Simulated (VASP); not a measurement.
Ir:

```
Ir
1.0
     2.75138    0.00000    0.00000
    -1.37569    2.38276    0.00000
     0.00000    0.00000    4.46229
Ir
2
Direct
  0.33333 0.66667 0.25000
  0.66667 0.33333 0.75000
```

* Program: VASP 6.6.1
* Task: relaxation of cell and atoms
* Functional: PBEsol
* Potentials or basis: VASP PAW PBE potentials, release 64 (Ir)
* Cutoff: 600 eV
* k mesh: 11 × 11 × 6
* Occupations: fermi-dirac, width 0.05 eV
* Spin: no spin polarisation

At the start: pressure -11.5 GPa; volume 14.63 Å³/atom.

Where does the relaxation end?

Over 7 steps the energy falls by 17.5 meV/atom and the volume is 14.16 Å³/atom (-3.2 %); space group P6_3/mmc (No. 194, to 0.05 Å).

Step by step:
| step | energy change (eV) | largest force (eV/Å) | pressure (GPa) | volume (Å³) |
| --- | --- | --- | --- | --- |
| 1 | 0.0000 | 0.0000 | -11.52 | 29.25 |
| 2 | 0.5564 | 0.0000 | 65.09 | 25.02 |
| 3 | -0.0349 | 0.0000 | -0.69 | 28.37 |
| 4 | -0.0350 | 0.0000 | -0.16 | 28.33 |
| 5 | -0.0350 | 0.0000 | 0.10 | 28.31 |
| 6 | -0.0350 | 0.0000 | -0.29 | 28.34 |
| 7 | -0.0350 | 0.0000 | -0.01 | 28.32 |

Final structure:
```
Ir
1.0
     2.72206    0.00000    0.00000
    -1.36103    2.35737    0.00000
     0.00000    0.00000    4.41267
Ir
2
Cartesian
  0.0000 1.5716 1.1032
  1.3610 0.7858 3.3095
```

Caveat: the PAW data sets were made with another functional, which shifts forces and pressure a little.
